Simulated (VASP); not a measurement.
# Ta8HN8 (a cell with a defect) in VASP: further runs

Runs on Ta8HN8 (a cell with a defect). Level: PBE. Tasks: single point.

Everything below comes from runs of VASP 6.6.1. Logs are shortened: lines on timing, memory, paths and dates and some standing lists are left out, and cuts for length are marked.

## 1. The cell of the first run

The cell holds a defect, 17 atoms: a = 5.796 Å, b = 5.900 Å, c = 5.900 Å, α = 120.00°, β = 90.00°, γ = 90.00°.

## 2. Single point, PBE

INCAR reads:

```
PREC = Accurate
ENCUT = 520
EDIFF = 1E-6
ISMEAR = 0
SIGMA = 0.1
LREAL = Auto
LASPH = True
NELM = 60
ALGO = Normal
ISIF = 2
LWAVE = False
LCHARG = False
GGA = PE
NBANDS = 78
```

KPOINTS reads:

```
Automatic mesh
0
Gamma
  4 5 5
  0.5 0 0
```

POSCAR reads:

```
Ta8HN8
1.0
    0.0000000000      0.0000000000     -5.7955432031
    5.9003693593      0.0000000000      0.0000000000
   -2.9501846797     -5.1098697569      0.0000000000
Ta N H
8 8 1
Direct
    0.2515457048      0.8333347090      0.1666656961
    0.7509632570      0.8333347090      0.1666656961
    0.2491869958      0.3332676276      0.1665316418
    0.7486706333      0.3372821135      0.1745606136
    0.2491869958      0.8334687454      0.6667326492
    0.7486706333      0.8254398944      0.6627182612
    0.2491868233      0.3332676867      0.6667326492
    0.7486704607      0.3372821496      0.6627182612
    0.4990441618      0.5007427260      0.0003694810
    0.0041235134      0.5073287929      0.0036629114
    0.4990441618     -0.0003692926      0.0003694810
    0.0041235134     -0.0036625355      0.0036627157
    0.4986102077      0.5000014010      0.4999988496
   -0.0039461357      0.5000011599      0.4999990453
    0.4990441618     -0.0003691391      0.4992575391
    0.0041235134     -0.0036624191      0.4926716570
    0.8334808025      0.1666681191      0.8333323945
```

Potentials or basis: VASP PAW PBE potentials, release 64 (Ta_pv, N, H).

Started as:

```
$ cat potpaw_PBE.64/Ta_pv/POTCAR potpaw_PBE.64/N/POTCAR potpaw_PBE.64/H/POTCAR > POTCAR
$ mpirun -np 1 vasp_std > vasp.out
```

OUTCAR:

```text
PREC = Accurate
   ENCUT = 520
   EDIFF = 1E-6
   ISMEAR = 0
   LREAL = Auto
   LASPH = True
   NELM = 60
   ISIF = 2
   GGA = PE

 ion  position               nearest neighbor table
   1  0.252  0.833  0.167-  12 2.20  10 2.20  16 2.20  15 2.22   9 2.22  11 2.22   2 2.89   2 2.90
                             5 2.95   3 2.95   7 2.95   7 2.95   3 2.95   5 2.95
   2  0.751  0.833  0.167-  12 2.22  10 2.22  16 2.22  15 2.24   9 2.24  11 2.24   1 2.89   1 2.90
                             4 2.95   6 2.95   8 2.95   8 2.95   6 2.95   4 2.95
   3  0.249  0.333  0.167-  10 2.23  12 2.23  13 2.23  11 2.24   9 2.24  14 2.25   4 2.90   4 2.90
                             5 2.95   7 2.95   1 2.95   1 2.95   7 2.95   5 2.95
   4  0.749  0.337  0.175-  17 1.81  14 2.20  13 2.21  11 2.25   9 2.25  10 2.29  12 2.29   8 2.88
                             6 2.88   3 2.90   3 2.90   2 2.95   2 2.95   6 3.02   8 3.02
   5  0.249  0.833  0.667-  16 2.23  12 2.23  13 2.23  11 2.24  15 2.24  14 2.25   6 2.90   6 2.90
                             3 2.95   7 2.95   1 2.95   1 2.95   7 2.95   3 2.95
   6  0.749  0.825  0.663-  17 1.81  14 2.20  13 2.21  11 2.25  15 2.25  16 2.29  12 2.29   4 2.88
                             8 2.88   5 2.90   5 2.90   2 2.95   2 2.95   8 3.02   4 3.02
   7  0.249  0.333  0.667-  16 2.23  10 2.23  13 2.23  15 2.24   9 2.24  14 2.25   8 2.90   8 2.90
                             5 2.95   3 2.95   1 2.95   1 2.95   3 2.95   5 2.95
   8  0.749  0.337  0.663-  17 1.81  14 2.20  13 2.21   9 2.25  15 2.25  16 2.29  10 2.29   4 2.88
                             6 2.88   7 2.90   7 2.90   2 2.95   2 2.95   6 3.02   4 3.02
   9  0.499  0.501  0.000-   1 2.22   7 2.24   3 2.24   2 2.24   8 2.25   4 2.25
  10  0.004  0.507  0.004-   1 2.20   2 2.22   3 2.23   7 2.23   4 2.29   8 2.29
  11  0.499  1.000  0.000-   1 2.22   5 2.24   3 2.24   2 2.24   6 2.25   4 2.25
  12  0.004  0.996  0.004-   1 2.20   2 2.22   5 2.23   3 2.23   6 2.29   4 2.29
  13  0.499  0.500  0.500-   4 2.21   8 2.21   6 2.21   3 2.23   5 2.23   7 2.23
  14  0.996  0.500  0.500-   8 2.20   4 2.20   6 2.20   7 2.25   3 2.25   5 2.25
  15  0.499  1.000  0.499-   1 2.22   7 2.24   5 2.24   2 2.24   8 2.25   6 2.25
  16  0.004  0.996  0.493-   1 2.20   2 2.22   5 2.23   7 2.23   6 2.29   8 2.29
  17  0.833  0.167  0.833-   8 1.81   4 1.81   6 1.81

  LATTYP: Found a hexagonal cell.
 ALAT       =     5.9003693593
 C/A-ratio  =     0.9822339671

  Lattice vectors:

 A1 = (   5.9003693593,   0.0000000000,   0.0000000000)
 A2 = (  -2.9501846797,  -5.1098697569,   0.0000000000)
 A3 = (   0.0000000000,   0.0000000000,  -5.7955432031)

Analysis of symmetry for initial positions (statically):
=====================================================================
 Subroutine PRICEL returns:
 Original cell was already a primitive cell.

 Routine SETGRP: Setting up the symmetry group for a
 hexagonal supercell.

 Subroutine GETGRP returns: Found  6 space group operations
 (whereof  2 operations were pure point group operations)
 out of a pool of 24 trial point group operations.

The static configuration has the point symmetry C_1h.
 The point group associated with its full space group is C_3v.

Analysis of symmetry for dynamics (positions and initial velocities):
=====================================================================
 Subroutine PRICEL returns:
 Original cell was already a primitive cell.

 Routine SETGRP: Setting up the symmetry group for a
 hexagonal supercell.

 Subroutine GETGRP returns: Found  6 space group operations
 (whereof  2 operations were pure point group operations)
 out of a pool of 24 trial point group operations.

The dynamic configuration has the point symmetry C_1h.
 The point group associated with its full space group is C_3v.

 Subroutine INISYM returns: Found  6 space group operations
 (whereof  2 operations are pure point group operations),
 and found     1 'primitive' translations

----------------------------------------------------------------------------------------

                                     Primitive cell

  volume of cell :     174.7363

  direct lattice vectors                    reciprocal lattice vectors
     0.000000000  0.000000000 -5.795543203     0.000000000  0.000000000 -0.172546380
     5.900369359  0.000000000  0.000000000     0.169480915 -0.097849852  0.000000000
    -2.950184680 -5.109869757  0.000000000     0.000000000 -0.195699704  0.000000000

  length of vectors
     5.795543203  5.900369359  5.900369359     0.172546380  0.195699704  0.195699704

  position of ions in fractional coordinates (direct lattice)
[... 52 lines left out ...]

  Length of vectors
     0.043136595  0.039139941  0.039139941

  Shift w.r.t. Gamma in fractional coordinates (k-lattice)
     0.500000000  0.000000000  0.000000000

 Subroutine IBZKPT returns following result:
 ===========================================

 Found     14 irreducible k-points:

 Following reciprocal coordinates:
            Coordinates               Weight
  0.125000  0.000000  0.000000      2.000000
  0.375000  0.000000  0.000000      2.000000
  0.125000  0.200000  0.000000      6.000000
  0.125000  0.000000  0.200000      6.000000
  0.375000  0.200000  0.000000      6.000000
  0.375000  0.000000  0.200000      6.000000
  0.125000  0.400000  0.000000      6.000000
  0.125000  0.000000  0.400000      6.000000
  0.375000  0.400000  0.000000      6.000000
  0.375000  0.000000  0.400000      6.000000
  0.125000  0.200000  0.200000     12.000000
  0.375000  0.200000  0.200000     12.000000
  0.125000  0.400000  0.200000     12.000000
  0.375000  0.400000  0.200000     12.000000
   k-points           NKPTS =     14   k-points in BZ     NKDIM =     14   number of bands    NBANDS=     78
   number of dos      NEDOS =    301   number of ions     NIONS =     17
   total plane-waves  NPLWV = 110592
   dimension x,y,z NGX =    48 NGY =   48 NGZ =   48
   dimension x,y,z NGXF=    96 NGYF=   96 NGZF=   96
   ions per type =               8   8   1
   NGX,Y,Z   is equivalent  to a cutoff of  13.77, 13.52, 13.52 a.u.
   NGXF,Y,Z  is equivalent  to a cutoff of  27.54, 27.05, 27.05 a.u.
 SYSTEM =  unknown system
   PREC   = accura    normal or accurate (medium, high low for compatibility)
   ISTART =      0    job   : 0-new  1-cont  2-samecut
   ICHARG =      2    charge: 1-file 2-atom 10-const
   ISPIN  =      1    spin polarized calculation?
   LNONCOLLINEAR =      F non collinear calculations
   LSORBIT =      F    spin-orbit coupling
   LASPH  =      T    aspherical Exc in radial PAW
   ENCUT  =  520.0 eV  38.22 Ry    6.18 a.u.  10.78 10.97 10.97*2*pi/ulx,y,z
   NELM   =     60;   NELMIN=  2; NELMDL= -5     # of ELM steps
   EDIFF  = 0.1E-05   stopping-criterion for ELM
   LREAL  =      T    real-space projection
   EDIFFG = 0.1E-04   stopping-criterion for IOM
   NSW    =      0    number of steps for IOM
   IBRION =     -1    ionic relax: 0-MD 1-quasi-New 2-CG
   NFREE  =      0    steps in history (QN), initial steepest desc. (CG)
   ISIF   =      2    stress and relaxation
   ISYM   =      2    0-nonsym 1-usesym 2-fastsym
   POTIM  = 0.5000    time-step for ionic-motion
   TEBEG  =    0.0;   TEEND  =   0.0 temperature during run
   PSTRESS=    0.0 pullay stress
   NELECT =     129.0000    total number of electrons
   NUPDOWN=      -1.0000    fix difference up-down
   EMIN   =  10.00;   EMAX   =-10.00  energy-range for DOS
   EFERMI =   0.00;   METHOD = LEGACY
   ISMEAR =     0;   SIGMA  =   0.10  broadening in eV -4-tet -1-fermi 0-gaus
   EFERMI_NEDOS =   21; number of points for ismear=-14 and -15
   IALGO  =     38    algorithm
   IMIX   =      4    mixing-type and parameters
     AMIX     =   0.40;   BMIX     =  1.00
     AMIX_MAG =   1.60;   BMIX_MAG =  1.00
  volume/ion in A,a.u.               =      10.28        69.36
  Fermi-wavevector in a.u.,A,eV,Ry     =   1.479598  2.796034 29.786005  2.189210
  Thomas-Fermi vector in A             =   2.593736
   LORBIT       =      0    0 simple, 1 ext, 2 COOP (PROOUT), +10 PAW based schemes
   GGA     = PE    functional components
   LHFCALC =     F    Hartree Fock is set to
   AEXX    =    0.0000 exact exchange contribution
   IVDW    =     0    specifies the selected vdW correction
   LEPSILON=     F    determine dielectric tensor
   LRPA    =     F    only Hartree local field effects (RPA)
 non-spin polarized calculation
 Gauss-broadening in eV      SIGMA  =   0.10
  energy-cutoff  :      520.00
  volume of cell :      174.74
 maximum number of plane-waves:      4717
 NGX is ok and might be reduce to    48
   NGX = 21   NGY = 21   NGZ = 21

 number of electron     129.0000008 magnetization

 Free energy of the ion-electron system (eV)
  ---------------------------------------------------
  ext. energy  EPLUGINS =         0.00000000
  ---------------------------------------------------
  free energy    TOTEN  =      -181.42731210 eV

  energy without entropy =     -181.41813976  energy(sigma->0) =     -181.42272593

 E-fermi :   9.0986     XC(G=0): -13.3199

 val. band max:        9.0611227400   @ k =   0.1250   0.2000   0.2000
 cond. band min:       9.2416838442   @ k =   0.1250   0.0000   0.4000
 fundamental gap:      0.1805611041
 Fermi energy:         9.0986445271

 k-point     1 :       0.1250    0.0000    0.0000
  band No.  band energies     occupation
      1     -27.6774      2.00000
      2     -27.5222      2.00000
      3     -27.3502      2.00000
      4     -27.3502      2.00000
      5     -27.2924      2.00000
      6     -27.2924      2.00000
[... 1095 lines left out ...]
     75      11.1904      0.00000
     76      11.5408      0.00000
 [bands above 76 left out]

------------------------ aborting loop because EDIFF is reached ----------------------------------------

  FORCE on cell =-STRESS in cart. coord.  units (eV):
  Direction    XX          YY          ZZ          XY          YZ          ZX
  --------------------------------------------------------------------------------------
  -------------------------------------------------------------------------------------
  Total        7.6499902      7.6499902      2.2474771      0.0000000      0.0000000     -0.0000000
  in kB       70.1436374     70.1436374     20.6073751      0.0000000      0.0000000     -0.0000000
  external PRESSURE =      53.6315499 kB  Pullay stress =       0.0000000 kB

 VOLUME and BASIS-vectors are now :
 -----------------------------------------------------------------------------
  energy-cutoff  :      520.00
  volume of cell :      174.74
      direct lattice vectors                 reciprocal lattice vectors
     0.000000000  0.000000000 -5.795543203     0.000000000  0.000000000 -0.172546380
     5.900369359  0.000000000  0.000000000     0.169480915 -0.097849852  0.000000000
    -2.950184680 -5.109869757  0.000000000     0.000000000 -0.195699704  0.000000000

 POSITION                                       TOTAL-FORCE (eV/Angst)
 -----------------------------------------------------------------------------------
      4.42529     -0.85164     -1.45784        -0.000000     -0.000000     -0.061582
      4.42529     -0.85164     -4.35224        -0.000000      0.000000     -0.058548
      1.47510     -0.85096     -1.44417         0.000000      0.015992     -0.047767
      1.47510     -0.89198     -4.33895        -0.000000     -0.051011     -0.055886
      2.95079     -3.40692     -1.44417         0.013849     -0.007996     -0.047767
      2.91526     -3.38640     -4.33895        -0.044176      0.025505     -0.055886
[... 9 lines left out ...]
      4.42529     -2.51749     -0.02390        -0.000000     -0.024699     -0.071719
     -1.47508     -4.25822     -4.83047        -0.000000      0.000000      0.932547
 -----------------------------------------------------------------------------------
    total drift:                                0.003026      0.002443     -0.001739

  FREE ENERGIE OF THE ION-ELECTRON SYSTEM (eV)
  ---------------------------------------------------
  free  energy   TOTEN  =      -181.4273121013 eV

  energy  without entropy=     -181.4181397622  energy(sigma->0) =     -181.42272593
```

It took 9.8 min on 1 thread of Intel Xeon Platinum 8259CL at 2.50GHz (Skylake/Cascade Lake), shared host; peak memory 0.4 GiB.

What came out:

```
Free energy            : -181.4273 eV
Pressure               : 5.4 GPa
Largest force          : 0.933 eV/Å
Band gap on the k mesh : zero (an odd number of electrons rules out a gap without spin polarisation)
```

Forces on the atoms (eV/Å):
```
Ta   0.000  0.000 -0.062
Ta   0.000  0.000 -0.059
Ta   0.000  0.016 -0.048
Ta   0.000 -0.051 -0.056
Ta   0.014 -0.008 -0.048
Ta  -0.044  0.026 -0.056
Ta  -0.014 -0.008 -0.048
Ta   0.044  0.026 -0.056
N    0.015 -0.008 -0.058
N   -0.021  0.012 -0.072
N   -0.015 -0.008 -0.058
N    0.021  0.012 -0.072
N    0.000  0.000 -0.056
N    0.000  0.000 -0.055
N    0.000  0.017 -0.058
N    0.000 -0.025 -0.072
H    0.000  0.000  0.933
```

Caveat: spin-orbit coupling is left out, which moves the levels of the heavy elements.

## 3. Single point, PBE

INCAR reads:

```
ALGO = Normal ; EDIFF = 1E-6
ENCUT = 520 ; GGA = PE
ISIF = 2 ; ISMEAR = 0
LASPH = True ; LCHARG = False
LREAL = Auto ; LWAVE = False
NBANDS = 78 ; NELM = 60
PREC = Accurate ; SIGMA = 0.1
```

KPOINTS is that of step 2.

POSCAR reads:

```
Ta8HN8
1.0
    0.0000000000      0.0000000000     -5.7955432031
    5.9003693593      0.0000000000      0.0000000000
   -2.9501846797     -5.1098697569      0.0000000000
Ta N H
8 8 1
Direct
    0.2515272424      0.8333347090      0.1666656961
    0.7496874491      0.8333347090      0.1666656961
    0.2499838150      0.3340414242      0.1680792351
    0.7488768262      0.3353408703      0.1706781271
    0.2499838150      0.8319210723      0.6659588526
    0.7488768262      0.8293221492      0.6646594065
    0.2499838150      0.3340413937      0.6659588526
    0.7488766536      0.3353408707      0.6646594065
    0.4992626055      0.4992841381     -0.0003596961
    0.0031451754      0.5093089766      0.0046529562
    0.4992626055      0.0003601182     -0.0003596961
    0.0031451754     -0.0046526744      0.0046527605
    0.4984183361      0.5000014010      0.4999988496
   -0.0033108199      0.5000011599      0.4999990453
    0.4992626055      0.0003599664      0.5007160890
    0.0031450029     -0.0046525618      0.4906913717
    0.9167377093      0.1666684581      0.8333323945
```

Potentials or basis: VASP PAW PBE potentials, release 64 (Ta_pv, N, H).

Started as:

```
$ cat potpaw_PBE.64/Ta_pv/POTCAR potpaw_PBE.64/N/POTCAR potpaw_PBE.64/H/POTCAR > POTCAR
$ mpirun -np 1 vasp_std > vasp.out
```

Wall time 9.2 min (1 thread of Intel Xeon Platinum 8259CL at 2.50GHz (Skylake/Cascade Lake), shared host); peak memory 0.4 GiB.

The run converged. Its results:

* Free energy: -180.5957 eV
* Pressure: 4.6 GPa
* Largest force: 2.356 eV/Å
* Band gap on the k mesh: zero (an odd number of electrons rules out a gap without spin polarisation)

Forces in eV/Å, atoms in the order of the input:
```
Ta   0.000  0.000 -0.152
Ta   0.000  0.000 -0.177
Ta   0.000  0.023 -0.113
Ta   0.000 -0.049 -0.146
Ta   0.020 -0.011 -0.113
Ta  -0.042  0.024 -0.146
Ta  -0.020 -0.011 -0.113
Ta   0.042  0.024 -0.146
N    0.007 -0.004 -0.127
N   -0.005  0.003 -0.238
N   -0.007 -0.004 -0.127
N    0.005  0.003 -0.238
N    0.000  0.000 -0.103
N    0.000  0.000 -0.053
N    0.000  0.008 -0.127
N    0.000 -0.006 -0.238
H    0.000  0.000  2.356
```

Stress tensor (GPa, compression positive):
```
5.39 0.00 0.00
0.00 5.39 0.00
0.00 0.00 2.88
```

Levels at points of the mesh, in eV from the Fermi level:
```csv
k point,band 61,band 62,band 63,band 64,band 65,band 66,band 67,band 68,band 69,band 70
"(0.12, 0.00, 0.00)",-2.22,-1.34,-1.34,-0.98,-0.98,0.32,1.21,1.94,1.94,2.15
```

Caveat: spin-orbit coupling is left out, which moves the levels of the heavy elements.
